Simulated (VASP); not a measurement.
Bi, 1 atom in the cell. It takes space group Im-3m (No. 229, cubic). The conventional cell has a = 3.709 Å, b = 3.709 Å, c = 3.709 Å, α = 90.00°, β = 90.00°, γ = 90.00°. Within 4.2 Å of Bi (site symmetry m-3m) lie 14 Bi at 3.21 to 3.71 Å. This isn't the form of Bi at room conditions, which is rhombohedral.

| Quantity | Value |
| --- | --- |
| Program | VASP 6.6.1 |
| Task | single point |
| Functional | PBEsol |
| Dispersion | D3(BJ) |
| Potentials or basis | VASP PAW PBE potentials, release 64 (Bi_d) |
| Cutoff | 520 eV |
| k mesh | 16 × 16 × 16 |
| Occupations | gaussian, width 0.1 eV |
| Spin | no spin polarisation |
| Dipole correction | no |
| Further INCAR settings | ALGO = Fast; EDIFF = 1e-06; NBANDS = 14 |

Potentials or basis: VASP PAW PBE potentials, release 64 (Bi_d).

Command:

```bash
$ cat potpaw_PBE.64/Bi_d/POTCAR > POTCAR
$ mpirun -np 1 vasp_std > vasp.out
```

Hardware: 1 thread of Intel(R) Xeon(R) 6975P-C (Granite Rapids), on a shared host.

Problem. How long does it take, and how much memory?

Solution. Wall time 12 s on 1 thread of Intel(R) Xeon(R) 6975P-C (Granite Rapids) (shared host), peak memory 0.17 GiB. Counts: scf iterations 12, k points 145.
